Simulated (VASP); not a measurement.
# Al3BSb2 (P4mm) in VASP: single point with PBE

Aim: the single point of Al3BSb2 with PBE.

Program: VASP 6.6.1. These are calculated values, not measurements. Logs are shortened: lines on timing, memory, paths and dates and some standing lists are left out, and cuts for length are marked.

## 1. The cell of the first run

It takes space group P4mm (No. 99, tetragonal). Conventional cell: a = 3.206 Å, b = 3.206 Å, c = 11.234 Å, α = 90.00°, β = 90.00°, γ = 90.00°. Al (site symmetry 4mm) has 8 Al at 2.82 to 3.21 Å and 5 Sb at 3.00 to 3.72 Å within 3.8 Å. Al (site symmetry 4mm) has 4 B at 2.31 Å and 1 Sb at 2.83 Å within 3.0 Å. Within 3.7 Å of Al (site symmetry 4mm) lie 8 Al at 2.82 to 3.21 Å and 5 Sb at 3.05 to 3.64 Å. B (site symmetry 4mm) has 1 Sb at 2.30 Å and 4 Al at 2.31 Å within 3.0 Å. Within 3.8 Å of Sb (site symmetry 4mm) lie 6 Al at 2.83 to 3.72 Å and 4 Sb at 3.21 Å. Within 3.0 Å of Sb (site symmetry 4mm) lie 1 B at 2.30 Å and 4 Al at 3.00 Å.

The cell was generated, and may not be a known phase.

## 2. Single point, PBE

INCAR

```
SYSTEM = Al3BSb2
ALGO = Normal
EDIFF = 1E-6
ENCUT = 560
GGA = PE
GGA_COMPAT = .False.
ISIF = 2
ISMEAR = 0
LASPH = .True.
LCHARG = .False.
LREAL = .False.
LWAVE = .False.
NBANDS = 30
NELM = 120
PREC = Accurate
SIGMA = 0.2
```

KPOINTS

```
k-points
0
Gamma
  5 5 2
  0 0 0
```

POSCAR

```
Al3BSb2
1.0
    3.2062465225      0.0000000000      0.0000000000
    0.0000000000      3.2062465225      0.0000000000
    0.0000000000      0.0000000000     11.2336998599
Al B Sb
3 1 2
Direct
    0.0000000000      0.0000000000      0.6652257164
    0.0000000000      0.0000000000      0.2479586054
    0.5000000000      0.5000000000      0.8142983948
    0.5000000000      0.5000000000      0.2856687787
    0.0000000000      0.0000000000     -0.0035596599
    0.5000000000      0.5000000000      0.4904081746
```

Potentials or basis: VASP PAW PBE potentials, release 64 (Al, B, Sb_d_GW).

The run is started by

```console
> cat potpaw_PBE.64/Al/POTCAR potpaw_PBE.64/B/POTCAR potpaw_PBE.64/Sb_d_GW/POTCAR > POTCAR
> mpirun -np 1 vasp_std > vasp.out
```

OUTCAR:

```text
SYSTEM = Al3BSb2
   EDIFF = 1E-6
   ENCUT = 560
   GGA = PE
   ISIF = 2
   ISMEAR = 0
   LASPH = .True.
   LREAL = .False.
   NELM = 120
   PREC = Accurate

 ion  position               nearest neighbor table
   1  0.000  0.000  0.665-   3 2.82   3 2.82   3 2.82   3 2.82   6 3.00   6 3.00   6 3.00   6 3.00

   2  0.000  0.000  0.248-   4 2.31   4 2.31   4 2.31   4 2.31   5 2.83
   3  0.500  0.500  0.814-   1 2.82   1 2.82   1 2.82   1 2.82   5 3.05   5 3.05   5 3.05   5 3.05

   4  0.500  0.500  0.286-   6 2.30   2 2.31   2 2.31   2 2.31   2 2.31
   5  0.000  0.000  0.996-   2 2.83   3 3.05   3 3.05   3 3.05   3 3.05
   6  0.500  0.500  0.490-   4 2.30   1 3.00   1 3.00   1 3.00   1 3.00

  LATTYP: Found a simple tetragonal cell.
 ALAT       =     3.2062465225
 C/A-ratio  =     3.5036918656

  Lattice vectors:

 A1 = (   3.2062465225,   0.0000000000,   0.0000000000)
 A2 = (   0.0000000000,   3.2062465225,   0.0000000000)
 A3 = (   0.0000000000,   0.0000000000,  11.2336998599)

Analysis of symmetry for initial positions (statically):
=====================================================================
 Subroutine PRICEL returns:
 Original cell was already a primitive cell.

 Routine SETGRP: Setting up the symmetry group for a
 simple tetragonal supercell.

 Subroutine GETGRP returns: Found  8 space group operations
 (whereof  8 operations were pure point group operations)
 out of a pool of 16 trial point group operations.

The static configuration has the point symmetry C_4v.

Analysis of symmetry for dynamics (positions and initial velocities):
=====================================================================
 Subroutine PRICEL returns:
 Original cell was already a primitive cell.

 Routine SETGRP: Setting up the symmetry group for a
 simple tetragonal supercell.

 Subroutine GETGRP returns: Found  8 space group operations
 (whereof  8 operations were pure point group operations)
 out of a pool of 16 trial point group operations.

The dynamic configuration has the point symmetry C_4v.

 Subroutine INISYM returns: Found  8 space group operations
 (whereof  8 operations are pure point group operations),
 and found     1 'primitive' translations

----------------------------------------------------------------------------------------

                                     Primitive cell

  volume of cell :     115.4826
[... 85 lines left out ...]
   LREAL  =      F    real-space projection
   EDIFFG = 0.1E-04   stopping-criterion for IOM
   NSW    =      0    number of steps for IOM
   IBRION =     -1    ionic relax: 0-MD 1-quasi-New 2-CG
   NFREE  =      0    steps in history (QN), initial steepest desc. (CG)
   ISIF   =      2    stress and relaxation
   ISYM   =      2    0-nonsym 1-usesym 2-fastsym
   POTIM  = 0.5000    time-step for ionic-motion
   TEBEG  =    0.0;   TEEND  =   0.0 temperature during run
   PSTRESS=    0.0 pullay stress
   NELECT =      42.0000    total number of electrons
   NUPDOWN=      -1.0000    fix difference up-down
   EMIN   =  10.00;   EMAX   =-10.00  energy-range for DOS
   EFERMI =   0.00;   METHOD = LEGACY
   ISMEAR =     0;   SIGMA  =   0.20  broadening in eV -4-tet -1-fermi 0-gaus
   EFERMI_NEDOS =   21; number of points for ismear=-14 and -15
   IALGO  =     38    algorithm
   IMIX   =      4    mixing-type and parameters
     AMIX     =   0.40;   BMIX     =  1.00
     AMIX_MAG =   1.60;   BMIX_MAG =  1.00
  volume/ion in A,a.u.               =      19.25       129.89
  Fermi-wavevector in a.u.,A,eV,Ry     =   1.168564  2.208265 18.579314  1.365541
  Thomas-Fermi vector in A             =   2.305049
   LORBIT       =      0    0 simple, 1 ext, 2 COOP (PROOUT), +10 PAW based schemes
   GGA     = PE    functional components
   LHFCALC =     F    Hartree Fock is set to
   AEXX    =    0.0000 exact exchange contribution
   IVDW    =     0    specifies the selected vdW correction
   LEPSILON=     F    determine dielectric tensor
   LRPA    =     F    only Hartree local field effects (RPA)
 non-spin polarized calculation
 Gauss-broadening in eV      SIGMA  =   0.20
  energy-cutoff  :      560.00
  volume of cell :      115.48
 maximum number of plane-waves:      3492
 NGX is ok and might be reduce to    28
   NGX = 13   NGY = 13   NGZ = 43

 number of electron      42.0000001 magnetization

 Free energy of the ion-electron system (eV)
  ---------------------------------------------------
  ext. energy  EPLUGINS =         0.00000000
  ---------------------------------------------------
  free energy    TOTEN  =       -24.16184202 eV

  energy without entropy =      -24.11744097  energy(sigma->0) =      -24.13964149

 E-fermi :   6.5052     XC(G=0): -10.3021

 val. band max:        6.4778088133   @ k =   0.4000   0.4000   0.0000
 cond. band min:       6.5428733611   @ k =   0.4000   0.4000   0.5000
 fundamental gap:      0.0650645478
 Fermi energy:         6.5052158062

 k-point     1 :       0.0000    0.0000    0.0000
  band No.  band energies     occupation
      1     -22.6588      2.00000
      2     -22.6273      2.00000
      3     -22.5330      2.00000
      4     -22.5158      2.00000
      5     -22.5015      2.00000
      6     -22.5014      2.00000
[... 385 lines left out ...]
     29       9.1848      0.00000
     30      10.0340      0.00000

------------------------ aborting loop because EDIFF is reached ----------------------------------------

  FORCE on cell =-STRESS in cart. coord.  units (eV):
  Direction    XX          YY          ZZ          XY          YZ          ZX
  --------------------------------------------------------------------------------------
  -------------------------------------------------------------------------------------
  Total        0.2266296      0.2266296      0.3952604      0.0000000      0.0000000      0.0000000
  in kB        3.1442036      3.1442036      5.4837455      0.0000000      0.0000000      0.0000000
  external PRESSURE =       3.9240509 kB  Pullay stress =       0.0000000 kB

 VOLUME and BASIS-vectors are now :
 -----------------------------------------------------------------------------
  energy-cutoff  :      560.00
  volume of cell :      115.48
      direct lattice vectors                 reciprocal lattice vectors
     3.206246522  0.000000000  0.000000000     0.311891176  0.000000000  0.000000000
     0.000000000  3.206246522  0.000000000     0.000000000  0.311891176  0.000000000
     0.000000000  0.000000000 11.233699860     0.000000000  0.000000000  0.089017867

 POSITION                                       TOTAL-FORCE (eV/Angst)
 -----------------------------------------------------------------------------------
      0.00000      0.00000      7.47295         0.000000     -0.000000      0.026890
      0.00000      0.00000      2.78549         0.000000     -0.000000      0.011669
      1.60312      1.60312      9.14758         0.000000     -0.000000      0.036947
      1.60312      1.60312      3.20912         0.000000      0.000000      0.032767
      0.00000      0.00000     11.19371        -0.000000     -0.000000     -0.056525
      1.60312      1.60312      5.50910         0.000000      0.000000     -0.051747
 -----------------------------------------------------------------------------------
    total drift:                                0.000000      0.000000     -0.003350

  FREE ENERGIE OF THE ION-ELECTRON SYSTEM (eV)
  ---------------------------------------------------
  free  energy   TOTEN  =       -24.1618420192 eV

  energy  without entropy=      -24.1174409661  energy(sigma->0) =      -24.13964149
```

stdout:

```text
POSCAR found type information on POSCAR AlB Sb
 POSCAR found :  3 types and       6 ions
 scaLAPACK will be used
 LDA part: xc-table for (Slater+PW92), standard interpolation
 POSCAR, INCAR and KPOINTS ok, starting setup
 FFT: planning ... GRIDC
 FFT: planning ... GRID_SOFT
 FFT: planning ... GRID
 WAVECAR not read
 entering main loop
```

Run time: 55 s. Hardware: 1 thread of Intel Xeon Platinum 8375C at 2.90GHz (Ice Lake), shared host; peak memory 0.27 GiB.

Results:

* Free energy: -24.1618 eV
* Pressure: 0.4 GPa
* Largest force: 0.057 eV/Å
* Band gap on the k mesh: zero (bands 21 and 22 overlap by 3.19 eV)

Forces in eV/Å, atoms in the order of the input:
```
Al   0.000  0.000  0.027
Al   0.000  0.000  0.012
Al   0.000  0.000  0.037
B    0.000  0.000  0.033
Sb   0.000  0.000 -0.057
Sb   0.000  0.000 -0.052
```

Levels at points of the mesh, in eV from the Fermi level:
```
           k point  band 16  band 17  band 18  band 19  band 20  band 21  band 22  band 23  band 24  band 25
(0.00, 0.00, 0.00)    -1.92    -0.37     0.46     0.46     2.33     2.33     2.62     2.62     4.09     4.21
(0.00, 0.00, 0.50)    -4.09     0.47     0.47     1.99     2.12     2.12     2.78     2.93     2.93     4.15
```

Caveat: the k points lie up to 0.39 Å⁻¹ apart, too coarse for converged energies and pressures of a metal; spin-orbit coupling is left out, which moves the levels of the heavy elements.

The gap in the log of VASP goes by the Fermi energy; the results here count the filled bands.